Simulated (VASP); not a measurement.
Wanted: the native input for a VASP 6.6.1 run.

```yaml
Task: single point
Functional: PBEsol
Potentials_or_basis: VASP PAW PBE potentials, release 64 (Ge_d)
Cutoff: 520 eV
k_mesh: 6 × 6 × 6
Occupations: fermi-dirac, width 0.05 eV
Spin: no spin polarisation
Dipole_correction: no
Further_INCAR_settings: ALGO = Normal; EDIFF = 1e-06; NBANDS = 36
```

The structure of Ge lies in POSCAR:

```
Ge
1.0
   -0.0288574000      2.8857400000      5.1156650000
    2.6304970000     -0.0263049700      5.1156650000
    2.6016396000      2.8594350300      0.0000000000
Ge
4
Direct
    0.7268995676      0.2731004324      0.7275801195
    0.2731004324      0.7268995676      0.2724198805
    0.2194183801      0.2194183801      0.7805816199
    0.7805816199      0.7805816199      0.2194183801
```

The input as run:

INCAR

```
SYSTEM = Ge
PREC     = Accurate       ! precision mode
ENCUT    = 520            ! plane-wave cutoff, eV
EDIFF    = 1E-6           ! SCF threshold, eV
ISMEAR   = -1             ! smearing method
SIGMA    = 0.05           ! smearing width, eV
LREAL    = .False.        ! projectors in reciprocal space
LASPH    = .True.         ! aspherical terms in the spheres
NELM     = 100            ! most SCF steps
ALGO     = Normal         ! electronic algorithm
ISIF     = 2              ! what is computed and relaxed
LWAVE    = .False.        ! write WAVECAR
LCHARG   = .False.        ! write CHGCAR
GGA      = PS             ! functional
NBANDS   = 36             ! bands
```

KPOINTS

```
regular mesh
0
Gamma
  6 6 6
  0 0 0
```

Potentials or basis: VASP PAW PBE potentials, release 64 (Ge_d).

Launch:

```console
$ cat potpaw_PBE.64/Ge_d/POTCAR > POTCAR
$ mpirun -np 1 vasp_std > vasp.out
```

It gave:

* Pressure: -3.5 GPa
* Largest force: 0.004 eV/Å
* Band gap on the k mesh: zero (band 28 reaches 7.60 eV, above the bottom of band 29 at 4.31 eV)

Caveat: the PAW data sets were made with another functional, which shifts forces and pressure a little.

Run time: 2.7 min on 1 thread of Intel(R) Xeon(R) Platinum 8488C (Sapphire Rapids) (shared host), peak memory 0.32 GiB.
